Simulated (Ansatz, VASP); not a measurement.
# One calculation of Sc, two programs

The input INCAR:

```
SYSTEM = Sc
PREC     = Accurate       ! precision mode
ENCUT    = 520            ! plane-wave cutoff, eV
EDIFF    = 1E-6           ! SCF threshold, eV
ISMEAR   = -1             ! smearing method
SIGMA    = 0.05           ! smearing width, eV
LREAL    = .False.        ! projectors in reciprocal space
LASPH    = .True.         ! aspherical terms in the spheres
NELM     = 100            ! most SCF steps
ALGO     = Normal         ! electronic algorithm
ISIF     = 2              ! what is computed and relaxed
LWAVE    = .False.        ! write WAVECAR
LCHARG   = .True.         ! write CHGCAR
GGA      = PE             ! functional
LELF     = .True.         ! ELF
LVHAR    = .True.       
NBANDS   = 12             ! bands
```

File KPOINTS:

```
regular mesh
0
Gamma
  10 10 10
  0 0 0
```

POSCAR

```
Sc
1.0
   -1.8780678615      1.8780678615      1.6825400391
    1.8780678615     -1.8780678615      1.6825400391
    1.8780678615      1.8780678615     -1.6825400391
Sc
1
Direct
    0.0000000000      0.0000000000      0.0000000000
```

input.yaml

```yaml
crystal:
  lattice:
    - [-1.8780678615, 1.8780678615, 1.6825400391]
    - [1.8780678615, -1.8780678615, 1.6825400391]
    - [1.8780678615, 1.8780678615, -1.6825400391]
  atoms:
    - { symbol: Sc, position: [0.0, 0.0, 0.0] }
kpoints:
  mp_grid: { grid: [10, 10, 10] }
scf:
  occupations: { method: fermi_dirac, width: 0.05 }
hamiltonian:
  xc: pbe
  pseudopotentials: { kind: all_electron, lapw: { basis_error: 0.0005 } }
output:
  forces: true
  stress: true
  eigenvalues: true
```

Change from the starting cell: volume scaled by 0.94.

Alike in both runs: task single point; functional PBE; k mesh 10 × 10 × 10; occupations fermi-dirac, width 0.05 eV; no spin polarisation.

|  | VASP | Ansatz |
| --- | --- | --- |
| version | VASP 6.6.1 | Ansatz 0.2.0 |
| potentials or method | VASP PAW PBE potentials, release 64 (Sc_sv), cutoff 520 eV | all-electron LAPW, scalar-relativistic |

|  | VASP | Ansatz | Ansatz less VASP |
| --- | --- | --- | --- |
| gap on the k mesh at the Fermi level (eV) | none | none | - |
| pressure (GPa) | 2.6 | 2.6 | -0.02 |
| traceless stress, the component that is largest in VASP (GPa) | 0.78 | 0.79 | +0.007 |

A gap of «none» marks a metal or a gap that the smearing closes. Ansatz ran all-electron here, and VASP with PAW potentials.
